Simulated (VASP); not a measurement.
# Mg12Sc4N (a cell with a defect) in VASP: single point with LDA

Aim: the single point of Mg12Sc4N (a cell with a defect) with LDA.

Everything below comes from runs of VASP 6.6.1. Logs are shortened: lines on timing, memory, paths and dates and some standing lists are left out, and cuts for length are marked.

### 1 The cell of the first run

The cell holds a defect, 17 atoms: a = 9.026 Å, b = 9.026 Å, c = 4.513 Å, α = 90.00°, β = 90.00°, γ = 90.00°.

### 2 Single point, LDA

Input file INCAR:

```
PREC = Accurate ; ENCUT = 520
EDIFF = 1E-6 ; ISMEAR = -1
SIGMA = 0.1 ; LREAL = F
LASPH = T ; NELM = 120
ALGO = Normal ; ISIF = 2
LWAVE = F ; LCHARG = F
NBANDS = 50 ; GGA_COMPAT = F
```

Input file KPOINTS:

```
regular mesh
0
Gamma
  2 2 3
```

Input file POSCAR:

```
Mg12Sc4N
1.0
    9.0262880000      0.0000000000      0.0000000000
    0.0000000000      9.0262880000      0.0000000000
    0.0000000000      0.0000000000      4.5131440000
Mg Sc N
12 4 1
Direct
    0.2500000000      0.2500000000      0.0000000000
    0.2500000000      0.0000000000      0.5000000000
    0.0000000000      0.2500000000      0.5000000000
    0.2500000000      0.7500000000      0.0000000000
    0.2500000000      0.5000000000      0.5000000000
    0.0000000000      0.7500000000      0.5000000000
    0.7500000000      0.2500000000      0.0000000000
    0.7500000000      0.0000000000      0.5000000000
    0.5000000000      0.2500000000      0.5000000000
    0.7500000000      0.7500000000      0.0000000000
    0.7500000000      0.5000000000      0.5000000000
    0.5000000000      0.7500000000      0.5000000000
    0.0000000000      0.0000000000      0.0000000000
    0.0000000000      0.5000000000      0.0000000000
    0.5000000000      0.0000000000      0.0000000000
    0.5000000000      0.5000000000      0.0000000000
    0.0000000000      0.0000000000      0.5000000000
```

Potentials or basis: VASP PAW LDA potentials, release 64 (Mg, Sc_sv, N).

Launch:

```
$ cat potpaw_LDA.64/Mg/POTCAR potpaw_LDA.64/Sc_sv/POTCAR potpaw_LDA.64/N/POTCAR > POTCAR
$ mpirun -np 1 vasp_std > vasp.out
```

OUTCAR:

```text
PREC = Accurate
   ENCUT = 520
   EDIFF = 1E-6
   ISMEAR = -1
   LREAL = F
   LASPH = T
   NELM = 120
   ISIF = 2

 ion  position               nearest neighbor table
   1  0.250  0.250  0.000-   2 3.19   3 3.19   5 3.19   9 3.19  13 3.19  14 3.19  15 3.19  16 3.19
                             2 3.19   3 3.19   5 3.19   9 3.19
   2  0.250  0.000  0.500-  17 2.26   3 3.19   4 3.19   6 3.19   9 3.19  12 3.19  13 3.19  15 3.19
                             1 3.19   1 3.19   4 3.19  13 3.19  15 3.19
   3  0.000  0.250  0.500-  17 2.26   2 3.19   5 3.19   7 3.19   8 3.19  11 3.19  13 3.19  14 3.19
                             1 3.19   1 3.19   7 3.19  13 3.19  14 3.19
   4  0.250  0.750  0.000-   2 3.19   5 3.19   6 3.19  12 3.19  13 3.19  14 3.19  15 3.19  16 3.19
                             2 3.19   5 3.19   6 3.19  12 3.19
   5  0.250  0.500  0.500-   1 3.19   3 3.19   4 3.19   6 3.19   9 3.19  12 3.19  14 3.19  16 3.19
                             1 3.19   4 3.19  14 3.19  16 3.19
   6  0.000  0.750  0.500-  17 2.26   4 3.19   5 3.19   8 3.19  10 3.19  11 3.19  13 3.19  14 3.19
                             2 3.19   4 3.19  10 3.19  13 3.19  14 3.19
   7  0.750  0.250  0.000-   3 3.19   8 3.19   9 3.19  11 3.19  13 3.19  14 3.19  15 3.19  16 3.19
                             3 3.19   8 3.19   9 3.19  11 3.19
   8  0.750  0.000  0.500-  17 2.26   6 3.19   7 3.19   9 3.19  10 3.19  12 3.19  13 3.19  15 3.19
                             3 3.19   7 3.19  10 3.19  13 3.19  15 3.19
   9  0.500  0.250  0.500-   1 3.19   2 3.19   5 3.19   7 3.19   8 3.19  11 3.19  15 3.19  16 3.19
                             1 3.19   7 3.19  15 3.19  16 3.19
  10  0.750  0.750  0.000-   6 3.19   8 3.19  11 3.19  12 3.19  13 3.19  14 3.19  15 3.19  16 3.19
                             6 3.19   8 3.19  11 3.19  12 3.19
  11  0.750  0.500  0.500-   3 3.19   6 3.19   7 3.19   9 3.19  10 3.19  12 3.19  14 3.19  16 3.19
                             7 3.19  10 3.19  14 3.19  16 3.19
  12  0.500  0.750  0.500-   2 3.19   4 3.19   5 3.19   8 3.19  10 3.19  11 3.19  15 3.19  16 3.19
                             4 3.19  10 3.19  15 3.19  16 3.19
  13  0.000  0.000  0.000-  17 2.26  17 2.26   3 3.19   4 3.19   6 3.19   7 3.19   8 3.19  10 3.19
                             1 3.19   2 3.19   3 3.19   6 3.19   8 3.19   2 3.19
  14  0.000  0.500  0.000-   1 3.19   3 3.19   4 3.19   5 3.19   6 3.19   7 3.19  10 3.19  11 3.19
                             3 3.19   5 3.19   6 3.19  11 3.19
  15  0.500  0.000  0.000-   1 3.19   2 3.19   4 3.19   7 3.19   8 3.19   9 3.19  10 3.19  12 3.19
                             2 3.19   8 3.19   9 3.19  12 3.19
  16  0.500  0.500  0.000-   1 3.19   4 3.19   5 3.19   7 3.19   9 3.19  10 3.19  11 3.19  12 3.19
                             5 3.19   9 3.19  11 3.19  12 3.19
  17  0.000  0.000  0.500-   2 2.26   3 2.26   6 2.26   8 2.26  13 2.26  13 2.26

  LATTYP: Found a simple tetragonal cell.
 ALAT       =     9.0262880000
 C/A-ratio  =     0.5000000000

  Lattice vectors:

 A1 = (   9.0262880000,   0.0000000000,   0.0000000000)
 A2 = (   0.0000000000,   9.0262880000,   0.0000000000)
 A3 = (   0.0000000000,   0.0000000000,   4.5131440000)

Analysis of symmetry for initial positions (statically):
=====================================================================
 Subroutine PRICEL returns:
 Original cell was already a primitive cell.

 Routine SETGRP: Setting up the symmetry group for a
 simple tetragonal supercell.

 Subroutine GETGRP returns: Found 16 space group operations
 (whereof 16 operations were pure point group operations)
 out of a pool of 16 trial point group operations.

The static configuration has the point symmetry D_4h.

Analysis of symmetry for dynamics (positions and initial velocities):
=====================================================================
 Subroutine PRICEL returns:
 Original cell was already a primitive cell.

 Routine SETGRP: Setting up the symmetry group for a
 simple tetragonal supercell.

 Subroutine GETGRP returns: Found 16 space group operations
 (whereof 16 operations were pure point group operations)
 out of a pool of 16 trial point group operations.

The dynamic configuration has the point symmetry D_4h.

 Subroutine INISYM returns: Found 16 space group operations
 (whereof 16 operations are pure point group operations),
 and found     1 'primitive' translations

----------------------------------------------------------------------------------------

                                     Primitive cell

  volume of cell :     367.7033

  direct lattice vectors                    reciprocal lattice vectors
     9.026288000  0.000000000  0.000000000     0.110787513  0.000000000  0.000000000
     0.000000000  9.026288000  0.000000000     0.000000000  0.110787513  0.000000000
     0.000000000  0.000000000  4.513144000     0.000000000  0.000000000  0.221575026

[... 54 lines left out ...]
     0.000000000  0.055393757  0.000000000     0.000000000  0.500000000  0.000000000
     0.000000000  0.000000000  0.073858342     0.000000000  0.000000000  0.333333333

  Length of vectors
     0.055393757  0.055393757  0.073858342

  Shift w.r.t. Gamma in fractional coordinates (k-lattice)
     0.000000000  0.000000000  0.000000000

 Subroutine IBZKPT returns following result:
 ===========================================

 Found      6 irreducible k-points:

 Following reciprocal coordinates:
            Coordinates               Weight
  0.000000  0.000000  0.000000      1.000000
  0.500000  0.000000  0.000000      2.000000
  0.500000  0.500000  0.000000      1.000000
  0.000000  0.000000  0.333333      2.000000
  0.500000  0.000000  0.333333      4.000000
  0.500000  0.500000  0.333333      2.000000
   k-points           NKPTS =      6   k-points in BZ     NKDIM =      6   number of bands    NBANDS=     50
   number of dos      NEDOS =    301   number of ions     NIONS =     17
   total plane-waves  NPLWV = 176400
   dimension x,y,z NGX =    70 NGY =   70 NGZ =   36
   dimension x,y,z NGXF=   140 NGYF=  140 NGZF=   72
   ions per type =              12   4   1
   NGX,Y,Z   is equivalent  to a cutoff of  12.89, 12.89, 13.26 a.u.
   NGXF,Y,Z  is equivalent  to a cutoff of  25.79, 25.79, 26.52 a.u.
 SYSTEM =  unknown system
   PREC   = accura    normal or accurate (medium, high low for compatibility)
   ISTART =      0    job   : 0-new  1-cont  2-samecut
   ICHARG =      2    charge: 1-file 2-atom 10-const
   ISPIN  =      1    spin polarized calculation?
   LNONCOLLINEAR =      F non collinear calculations
   LSORBIT =      F    spin-orbit coupling
   LASPH  =      T    aspherical Exc in radial PAW
   ENCUT  =  520.0 eV  38.22 Ry    6.18 a.u.  16.78 16.78  8.39*2*pi/ulx,y,z
   NELM   =    120;   NELMIN=  2; NELMDL= -5     # of ELM steps
   EDIFF  = 0.1E-05   stopping-criterion for ELM
   LREAL  =      F    real-space projection
   EDIFFG = 0.1E-04   stopping-criterion for IOM
   NSW    =      0    number of steps for IOM
   IBRION =     -1    ionic relax: 0-MD 1-quasi-New 2-CG
   NFREE  =      0    steps in history (QN), initial steepest desc. (CG)
   ISIF   =      2    stress and relaxation
   ISYM   =      2    0-nonsym 1-usesym 2-fastsym
   POTIM  = 0.5000    time-step for ionic-motion
   TEBEG  =    0.0;   TEEND  =   0.0 temperature during run
   PSTRESS=    0.0 pullay stress
   NELECT =      73.0000    total number of electrons
   NUPDOWN=      -1.0000    fix difference up-down
   EMIN   =  10.00;   EMAX   =-10.00  energy-range for DOS
   EFERMI =   0.00;   METHOD = LEGACY
   ISMEAR =    -1;   SIGMA  =   0.10  broadening in eV -4-tet -1-fermi 0-gaus
   EFERMI_NEDOS =   21; number of points for ismear=-14 and -15
   IALGO  =     38    algorithm
   IMIX   =      4    mixing-type and parameters
     AMIX     =   0.40;   BMIX     =  1.00
     AMIX_MAG =   1.60;   BMIX_MAG =  1.00
  volume/ion in A,a.u.               =      21.63       145.96
  Fermi-wavevector in a.u.,A,eV,Ry     =   0.955029  1.804743 12.409609  0.912081
  Thomas-Fermi vector in A             =   2.083830
   LORBIT       =      0    0 simple, 1 ext, 2 COOP (PROOUT), +10 PAW based schemes
   GGA     = CA    functional components
   LHFCALC =     F    Hartree Fock is set to
   AEXX    =    0.0000 exact exchange contribution
   IVDW    =     0    specifies the selected vdW correction
   LEPSILON=     F    determine dielectric tensor
   LRPA    =     F    only Hartree local field effects (RPA)
 non-spin polarized calculation
  energy-cutoff  :      520.00
  volume of cell :      367.70
 maximum number of plane-waves:      9973
 NGX is ok and might be reduce to    70
   NGX = 33   NGY = 33   NGZ = 17

 number of electron      72.9999993 magnetization

 Free energy of the ion-electron system (eV)
  ---------------------------------------------------
  ext. energy  EPLUGINS =         0.00000000
  ---------------------------------------------------
  free energy    TOTEN  =       -61.52421977 eV

  energy without entropy =      -61.15570049  energy(sigma->0) =      -61.33996013

 E-fermi :   2.8445     XC(G=0):  -9.2465

 val. band max:        2.8431264829   @ k =   0.0000   0.0000   0.0000
 cond. band min:       2.8795556600   @ k =   0.5000   0.5000   0.3333
 fundamental gap:      0.0364291771
 Fermi energy:         2.8444757934

 k-point     1 :       0.0000    0.0000    0.0000
  band No.  band energies     occupation
      1     -46.3308      2.00000
      2     -46.2891      2.00000
      3     -46.2891      2.00000
      4     -46.2494      2.00000
      5     -25.3281      2.00000
      6     -25.3016      2.00000
[... 295 lines left out ...]
     47       4.7449      0.00000
     48       4.7499      0.00000
 [bands above 48 left out]

------------------------ aborting loop because EDIFF is reached ----------------------------------------

  FORCE on cell =-STRESS in cart. coord.  units (eV):
  Direction    XX          YY          ZZ          XY          YZ          ZX
  --------------------------------------------------------------------------------------
  -------------------------------------------------------------------------------------
  Total       -7.7808837     -7.7808837    -13.5027198      0.0000000      0.0000000      0.0000000
  in kB      -33.9032979    -33.9032979    -58.8347993      0.0000000      0.0000000      0.0000000
  external PRESSURE =     -42.2137984 kB  Pullay stress =       0.0000000 kB

 VOLUME and BASIS-vectors are now :
 -----------------------------------------------------------------------------
  energy-cutoff  :      520.00
  volume of cell :      367.70
      direct lattice vectors                 reciprocal lattice vectors
     9.026288000  0.000000000  0.000000000     0.110787513  0.000000000  0.000000000
     0.000000000  9.026288000  0.000000000     0.000000000  0.110787513  0.000000000
     0.000000000  0.000000000  4.513144000     0.000000000  0.000000000  0.221575026

 POSITION                                       TOTAL-FORCE (eV/Angst)
 -----------------------------------------------------------------------------------
      2.25657      2.25657      0.00000         0.121812      0.121812      0.000000
      2.25657      0.00000      2.25657        -0.447237     -0.000000     -0.000000
      0.00000      2.25657      2.25657        -0.000000     -0.447237      0.000000
      2.25657      6.76972      0.00000         0.121812     -0.121812      0.000000
      2.25657      4.51314      2.25657        -0.067526     -0.000000      0.000000
      0.00000      6.76972      2.25657        -0.000000      0.447237      0.000000
[... 9 lines left out ...]
      4.51314      4.51314      0.00000        -0.000000     -0.000000      0.000000
      0.00000      0.00000      2.25657        -0.000000     -0.000000      0.000000
 -----------------------------------------------------------------------------------
    total drift:                                0.000000     -0.000000      0.000000

  FREE ENERGIE OF THE ION-ELECTRON SYSTEM (eV)
  ---------------------------------------------------
  free  energy   TOTEN  =       -61.5242197713 eV

  energy  without entropy=      -61.1557004938  energy(sigma->0) =      -61.33996013
```

Wall time 3.6 min (1 thread of Intel Xeon Platinum 8259CL at 2.50GHz (Skylake/Cascade Lake), shared host); peak memory 0.38 GiB.

Results:

* Free energy: -61.5242 eV
* Pressure: -4.2 GPa
* Largest force: 0.447 eV/Å
* Band gap on the k mesh: zero (an odd number of electrons rules out a gap without spin polarisation)

Forces on the atoms (eV/Å):
```
Mg   0.122  0.122  0.000
Mg  -0.447  0.000  0.000
Mg   0.000 -0.447  0.000
Mg   0.122 -0.122  0.000
Mg  -0.068  0.000  0.000
Mg   0.000  0.447  0.000
Mg  -0.122  0.122  0.000
Mg   0.447  0.000  0.000
Mg   0.000 -0.068  0.000
Mg  -0.122 -0.122  0.000
Mg   0.068  0.000  0.000
Mg   0.000  0.068  0.000
Sc   0.000  0.000  0.000
Sc   0.000  0.000  0.000
Sc   0.000  0.000  0.000
Sc   0.000  0.000  0.000
N    0.000  0.000  0.000
```

Levels at points of the mesh, in eV from the Fermi level:
| k point | band 34 | band 35 | band 36 | band 37 | band 38 | band 39 |
| --- | --- | --- | --- | --- | --- | --- |
| (0.00, 0.00, 0.00) | 0.00 | 0.00 | 0.05 | 0.51 | 0.51 | 0.68 |
| (0.50, 0.00, 0.00) | 0.15 | 0.17 | 0.20 | 0.24 | 0.35 | 0.47 |
| (0.50, 0.50, 0.00) | -0.02 | -0.02 | 0.22 | 0.22 | 0.27 | 0.57 |

Caveat: the k points lie up to 0.46 Å⁻¹ apart, too coarse for converged energies and pressures of a metal.
